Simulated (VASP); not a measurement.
Ti3Ga:

```
Ti Ga
1.0
     0.00000    3.19774    3.19774
     3.19774    0.00000    3.19774
     3.19774    3.19774    0.00000
Ti Ga
3 1
Cartesian
  4.7966 4.7966 4.7966
  1.5989 1.5989 1.5989
  0.0000 0.0000 0.0000
  3.1977 3.1977 3.1977
```

Base run:

```yaml
Program: VASP 6.6.1
Functional: LDA
Potentials_or_basis: VASP PAW LDA potentials, release 64 (Ti_sv, Ga_d)
Cutoff: 500 eV
k_mesh: 6 × 6 × 6
Occupations: gaussian, width 0.1 eV
Spin: no spin polarisation
```

Its results: band gap on the k mesh zero (an odd number of electrons rules out a gap without spin polarisation); pressure -8.9 GPa.

Q: The run is repeated on the same cell with these changes: occupations from gaussian, width 0.1 eV to gaussian, width 0.5 eV. What comes out?

A: Band gap on the k mesh zero (an odd number of electrons rules out a gap without spin polarisation); pressure -7.7 GPa.

Caveats: the cell stands under tension; so wide a smearing shifts energies and pressures (at least some runs).
